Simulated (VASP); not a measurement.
# SiC (F-43m) in VASP: notebook

SiC is run at these levels: PBE, LDA; tasks: density of states.

Everything below comes from runs of VASP 6.6.1. Logs are shortened: lines on timing, memory, paths and dates and some standing lists are left out, and cuts for length are marked.

## 1. The cell of the first run

It takes space group F-43m (No. 216, cubic). The conventional cell has a = 4.380 Å, b = 4.380 Å, c = 4.380 Å, α = 90.00°, β = 90.00°, γ = 90.00°. Si (site symmetry -43m) has 4 C at 1.90 Å within 2.5 Å. C (site symmetry -43m) has 4 Si at 1.90 Å within 2.5 Å.

## 2. Density of states, PBE

POSCAR reads:

```
SiC
1.0
    0.0000000000      2.1898675894      2.1898675894
    2.1898675894      0.0000000000      2.1898675894
    2.1898675894      2.1898675894      0.0000000000
Si C
1 1
Direct
    0.0000000000      0.0000000000      0.0000000000
    0.2500000000      0.2500000000      0.2500000000
```

INCAR.step1 reads:

```
PREC = Accurate
ENCUT = 520
EDIFF = 1E-6
ISMEAR = 0
SIGMA = 0.02
LREAL = F
LASPH = T
NELM = 80
ALGO = Normal
ISIF = 2
LWAVE = F
LCHARG = T
GGA = PE
NBANDS = 11
```

KPOINTS.step1 reads:

```
regular mesh
0
Gamma
  10 10 10
```

INCAR.step2 reads:

```
PREC = Accurate
ENCUT = 520
EDIFF = 1E-6
ISMEAR = -5
SIGMA = 0.02
LREAL = F
LASPH = T
NELM = 80
ALGO = Normal
ISIF = 2
LWAVE = F
LCHARG = F
GGA = PE
LORBIT = 11
NEDOS = 1001
ICHARG = 11
```

KPOINTS.step2 reads:

```
regular mesh
0
Gamma
  15 15 15
```

Potentials or basis: VASP PAW PBE potentials, release 64 (Si, C).

The run is started by

```console
$ cat potpaw_PBE.64/Si/POTCAR potpaw_PBE.64/C/POTCAR > POTCAR
$ cp INCAR.step1 INCAR
$ cp KPOINTS.step1 KPOINTS
$ mpirun -np 1 vasp_std > vasp.out
$ cp INCAR.step2 INCAR
$ cp KPOINTS.step2 KPOINTS
$ mpirun -np 1 vasp_std > vasp.out
```

OUTCAR:

```text
PREC = Accurate
   ENCUT = 520
   EDIFF = 1E-6
   ISMEAR = -5
   LREAL = F
   LASPH = T
   NELM = 80
   ISIF = 2
   GGA = PE
   LORBIT = 11
   ICHARG = 11

 ion  position               nearest neighbor table
   1  0.000  0.000  0.000-   2 1.90   2 1.90   2 1.90   2 1.90
   2  0.250  0.250  0.250-   1 1.90   1 1.90   1 1.90   1 1.90

  LATTYP: Found a face centered cubic cell.
 ALAT       =     4.3797351788

  Lattice vectors:

 A1 = (   0.0000000000,   2.1898675894,   2.1898675894)
 A2 = (   2.1898675894,   0.0000000000,   2.1898675894)
 A3 = (   2.1898675894,   2.1898675894,   0.0000000000)

Analysis of symmetry for initial positions (statically):
=====================================================================
 Subroutine PRICEL returns:
 Original cell was already a primitive cell.

 Routine SETGRP: Setting up the symmetry group for a
 face centered cubic supercell.

 Subroutine GETGRP returns: Found 24 space group operations
 (whereof 24 operations were pure point group operations)
 out of a pool of 48 trial point group operations.

The static configuration has the point symmetry T_d .

Analysis of symmetry for dynamics (positions and initial velocities):
=====================================================================
 Subroutine PRICEL returns:
 Original cell was already a primitive cell.

 Routine SETGRP: Setting up the symmetry group for a
 face centered cubic supercell.

 Subroutine GETGRP returns: Found 24 space group operations
 (whereof 24 operations were pure point group operations)
 out of a pool of 48 trial point group operations.

The dynamic configuration has the point symmetry T_d .

 Subroutine INISYM returns: Found 24 space group operations
 (whereof 24 operations are pure point group operations),
 and found     1 'primitive' translations

----------------------------------------------------------------------------------------

                                     Primitive cell

  volume of cell :      21.0031

  direct lattice vectors                    reciprocal lattice vectors
     0.000000000  2.189867589  2.189867589    -0.228324307  0.228324307  0.228324307
     2.189867589  0.000000000  2.189867589     0.228324307 -0.228324307  0.228324307
     2.189867589  2.189867589  0.000000000     0.228324307  0.228324307 -0.228324307

  length of vectors
     3.096940445  3.096940445  3.096940445     0.395469301  0.395469301  0.395469301

  position of ions in fractional coordinates (direct lattice)
     0.000000000  0.000000000  0.000000000
     0.250000000  0.250000000  0.250000000

  ion indices of the primitive-cell ions
   primitive index   ion index
                 1           1
                 2           2

----------------------------------------------------------------------------------------

 KPOINTS: regular mesh

Automatic generation of k-mesh.
 Grid dimensions read from file:
 generate k-points for:   15   15   15

 Generating k-lattice:

  Cartesian coordinates                     Fractional coordinates (reciprocal lattice)
    -0.015221620  0.015221620  0.015221620     0.066666667  0.000000000  0.000000000
     0.015221620 -0.015221620  0.015221620     0.000000000  0.066666667  0.000000000
     0.015221620  0.015221620 -0.015221620     0.000000000  0.000000000  0.066666667

  Length of vectors
     0.026364620  0.026364620  0.026364620

  Shift w.r.t. Gamma in fractional coordinates (k-lattice)
     0.000000000  0.000000000  0.000000000

 TETIRR: Found    484 inequivalent tetrahedra from    20250

 Subroutine IBZKPT returns following result:
 ===========================================

 Found    120 irreducible k-points:

 Following reciprocal coordinates:
            Coordinates               Weight
  0.000000  0.000000  0.000000      1.000000
  0.066667  0.000000  0.000000      8.000000
  0.133333  0.000000  0.000000      8.000000
  0.200000  0.000000  0.000000      8.000000
  0.266667  0.000000  0.000000      8.000000
  0.333333  0.000000  0.000000      8.000000
[... 16 lines left out ...]
  0.133333  0.133333  0.000000      6.000000
  0.200000  0.133333  0.000000     24.000000
 [... further k-points ...]
   k-points           NKPTS =    120   k-points in BZ     NKDIM =    120   number of bands    NBANDS=      8
   number of dos      NEDOS =   1001   number of ions     NIONS =      2
   total plane-waves  NPLWV =  13824
   dimension x,y,z NGX =    24 NGY =   24 NGZ =   24
   dimension x,y,z NGXF=    48 NGYF=   48 NGZF=   48
   ions per type =               1   1
   NGX,Y,Z   is equivalent  to a cutoff of  12.88, 12.88, 12.88 a.u.
   NGXF,Y,Z  is equivalent  to a cutoff of  25.77, 25.77, 25.77 a.u.
 SYSTEM =  unknown system
   PREC   = accura    normal or accurate (medium, high low for compatibility)
   ISTART =      0    job   : 0-new  1-cont  2-samecut
   ICHARG =     11    charge: 1-file 2-atom 10-const
   ISPIN  =      1    spin polarized calculation?
   LNONCOLLINEAR =      F non collinear calculations
   LSORBIT =      F    spin-orbit coupling
   LASPH  =      T    aspherical Exc in radial PAW
   ENCUT  =  520.0 eV  38.22 Ry    6.18 a.u.   5.76  5.76  5.76*2*pi/ulx,y,z
   NELM   =     80;   NELMIN=  2; NELMDL=  0     # of ELM steps
   EDIFF  = 0.1E-05   stopping-criterion for ELM
   LREAL  =      F    real-space projection
   EDIFFG = 0.1E-04   stopping-criterion for IOM
   NSW    =      0    number of steps for IOM
   IBRION =     -1    ionic relax: 0-MD 1-quasi-New 2-CG
   NFREE  =      0    steps in history (QN), initial steepest desc. (CG)
   ISIF   =      2    stress and relaxation
   ISYM   =      2    0-nonsym 1-usesym 2-fastsym
   POTIM  = 0.5000    time-step for ionic-motion
   TEBEG  =    0.0;   TEEND  =   0.0 temperature during run
   PSTRESS=    0.0 pullay stress
   NELECT =       8.0000    total number of electrons
   NUPDOWN=      -1.0000    fix difference up-down
   EMIN   =  10.00;   EMAX   =-10.00  energy-range for DOS
   EFERMI =   0.00;   METHOD = LEGACY
   ISMEAR =    -5;   SIGMA  =   0.02  broadening in eV -4-tet -1-fermi 0-gaus
   EFERMI_NEDOS =   21; number of points for ismear=-14 and -15
   IALGO  =     38    algorithm
   IMIX   =      4    mixing-type and parameters
     AMIX     =   0.40;   BMIX     =  1.00
     AMIX_MAG =   1.60;   BMIX_MAG =  1.00
  volume/ion in A,a.u.               =      10.50        70.87
  Fermi-wavevector in a.u.,A,eV,Ry     =   1.186707  2.242552 19.160736  1.408274
  Thomas-Fermi vector in A             =   2.322874
   LORBIT       =     11    0 simple, 1 ext, 2 COOP (PROOUT), +10 PAW based schemes
   GGA     = PE    functional components
   LHFCALC =     F    Hartree Fock is set to
   AEXX    =    0.0000 exact exchange contribution
   IVDW    =     0    specifies the selected vdW correction
   LEPSILON=     F    determine dielectric tensor
   LRPA    =     F    only Hartree local field effects (RPA)
 non-spin polarized calculation
 Fermi weights with tetrahedron method with Bloechl corrections
  energy-cutoff  :      520.00
  volume of cell :       21.00
 maximum number of plane-waves:       578

 number of electron       8.0000001 magnetization

 Free energy of the ion-electron system (eV)
  ---------------------------------------------------
  ext. energy  EPLUGINS =         0.00000000
  ---------------------------------------------------
  free energy    TOTEN  =       -15.06098394 eV

  energy without entropy =      -15.06098394  energy(sigma->0) =      -15.06098394

 E-fermi :   7.9616     XC(G=0): -11.2911

 val. band max:        7.9403473627   @ k =   0.0000   0.0000   0.0000
 cond. band min:       9.3625001284   @ k =   0.4667   0.4667   0.0000
 fundamental gap:      1.4221527657
 Fermi energy:         7.9615826140

 k-point     1 :       0.0000    0.0000    0.0000
  band No.  band energies     occupation
      1      -7.3462      2.00000
      2       7.9403      2.00000
      3       7.9403      2.00000
      4       7.9403      2.00000
      5      13.9996      0.00000
      6      15.1448      0.00000
      7      15.1448      0.00000
      8      15.1448      0.00000

 k-point     2 :       0.0667    0.0000    0.0000
  band No.  band energies     occupation
      1      -7.2603      2.00000
      2       7.4599      2.00000
      3       7.8787      2.00000
      4       7.8787      2.00000
      5      14.1981      0.00000
      6      15.2117      0.00000
      7      15.2598      0.00000
      8      15.2598      0.00000

 k-point     3 :       0.1333    0.0000    0.0000
  band No.  band energies     occupation
      1      -7.0040      2.00000
      2       6.2923      2.00000
      3       7.7158      2.00000
      4       7.7158      2.00000
      5      14.2526      0.00000
      6      15.5297      0.00000
      7      15.5297      0.00000
      8      15.7379      0.00000

 k-point     4 :       0.2000    0.0000    0.0000
  band No.  band energies     occupation
      1      -6.5828      2.00000
      2       4.8285      2.00000
      3       7.5013      2.00000
      4       7.5013      2.00000
      5      14.0121      0.00000
      6      15.7484      0.00000
      7      15.7484      0.00000
      8      16.5851      0.00000

 k-point     5 :       0.2667    0.0000    0.0000
  band No.  band energies     occupation
      1      -6.0085      2.00000
      2       3.2921      2.00000
      3       7.2843      2.00000
      4       7.2843      2.00000
      5      13.7300      0.00000
      6      15.7258      0.00000
      7      15.7258      0.00000
      8      17.3203      0.00000
[... 177 lines left out ...]
 k-point    22 :      -0.0667    0.0667    0.0000
  band No.  band energies     occupation
      1      -7.1176      2.00000
      2       6.9242      2.00000
      3       7.4836      2.00000
      4       7.9125      2.00000
      5      14.4402      0.00000
      6      15.0775      0.00000
      7      15.2866      0.00000
      8      15.8279      0.00000

 k-point    23 :       0.1333    0.1333    0.0000
  band No.  band energies     occupation
      1      -6.8898      2.00000
      2       6.6900      2.00000
      3       7.1710      2.00000
      4       7.1710      2.00000
      5      13.9186      0.00000
      6      15.0583      0.00000
      7      16.3171      0.00000
      8      16.3171      0.00000

 k-point    24 :       0.2000    0.1333    0.0000
  band No.  band energies     occupation
      1      -6.5799      2.00000
      2       5.6943      2.00000
      3       6.8624      2.00000
      4       7.0296      2.00000
      5      13.5870      0.00000
      6      15.2116      0.00000
      7      16.6730      0.00000
      8      16.7925      0.00000

 [... further k-points ...]
[... 5 lines left out ...]
  --------------------------------------------------------------------------------------
  -------------------------------------------------------------------------------------
  Total       -0.0073314     -0.0073314     -0.0073314     -0.0000000      0.0000000      0.0000000
  in kB       -0.5592586     -0.5592586     -0.5592586     -0.0000000      0.0000000      0.0000000
  external PRESSURE =      -0.5592586 kB  Pullay stress =       0.0000000 kB

 VOLUME and BASIS-vectors are now :
 -----------------------------------------------------------------------------
  energy-cutoff  :      520.00
  volume of cell :       21.00
      direct lattice vectors                 reciprocal lattice vectors
     0.000000000  2.189867589  2.189867589    -0.228324307  0.228324307  0.228324307
     2.189867589  0.000000000  2.189867589     0.228324307 -0.228324307  0.228324307
     2.189867589  2.189867589  0.000000000     0.228324307  0.228324307 -0.228324307

 POSITION                                       TOTAL-FORCE (eV/Angst)
 -----------------------------------------------------------------------------------
      0.00000      0.00000      0.00000        -0.000000     -0.000000     -0.000000
      1.09493      1.09493      1.09493         0.000000      0.000000      0.000000
 -----------------------------------------------------------------------------------
    total drift:                                0.000000      0.000000      0.000000

  FREE ENERGIE OF THE ION-ELECTRON SYSTEM (eV)
  ---------------------------------------------------
  free  energy   TOTEN  =       -15.0609839446 eV

  energy  without entropy=      -15.0609839446  energy(sigma->0) =      -15.06098394

 total charge

# of ion       s       p       d       tot
------------------------------------------
    1        0.706   0.961   0.000   1.667
    2        0.836   1.695   0.000   2.530
--------------------------------------------------
tot          1.542   2.655   0.000   4.198
```

It took 16 s on 1 thread of Intel Xeon Platinum 8259CL at 2.50GHz (Skylake/Cascade Lake), shared host; peak memory 0.14 GiB.

What came out:

| Item | Value |
| --- | --- |
| Valence electrons inside the program's atomic spheres | Si 1.67; C 2.53 |

Levels at points of the mesh, in eV from the valence-band top:
```csv
k point,band 1,band 2,band 3,band 4,band 5,band 6,band 7,band 8
"(0.00, 0.00, 0.00)",-15.29,0.00,0.00,0.00,6.06,7.20,7.20,7.20
```

## 3. Density of states, LDA

POSCAR is that of step 2.

INCAR.step1 reads:

```
PREC = Accurate
ENCUT = 520
EDIFF = 1E-6
ISMEAR = 0
SIGMA = 0.02
LREAL = False
LASPH = True
NELM = 60
ALGO = Normal
ISIF = 2
LWAVE = False
LCHARG = True
GGA = CA
NBANDS = 11
```

KPOINTS.step1 is that of step 2.

INCAR.step2 reads:

```
PREC = Accurate
ENCUT = 520
EDIFF = 1E-6
ISMEAR = -5
SIGMA = 0.02
LREAL = False
LASPH = True
NELM = 60
ALGO = Normal
ISIF = 2
LWAVE = False
LCHARG = False
GGA = CA
LORBIT = 11
NBANDS = 11
NEDOS = 2001
ICHARG = 11
```

KPOINTS.step2 is that of step 2.

Potentials or basis: VASP PAW LDA potentials, release 64 (Si, C).

The run is started by

```console
$ cat potpaw_LDA.64/Si/POTCAR potpaw_LDA.64/C/POTCAR > POTCAR
$ cp INCAR.step1 INCAR
$ cp KPOINTS.step1 KPOINTS
$ mpirun -np 1 vasp_std > vasp.out
$ cp INCAR.step2 INCAR
$ cp KPOINTS.step2 KPOINTS
$ mpirun -np 1 vasp_std > vasp.out
```

Run time: 12 s. Hardware: 1 thread of Intel Xeon Platinum 8375C at 2.90GHz (Ice Lake), shared host; peak memory 0.13 GiB.

Results (log left out):

| Quantity | Value |
| --- | --- |
| Valence electrons inside the program's atomic spheres | Si 1.68; C 2.52 |

Levels at points of the mesh, in eV from the valence-band top:
```tsv
k point	band 2	band 3	band 4	band 5	band 6	band 7
(0.00, 0.00, 0.00)	0.00	0.00	0.00	6.12	7.09	7.09
```
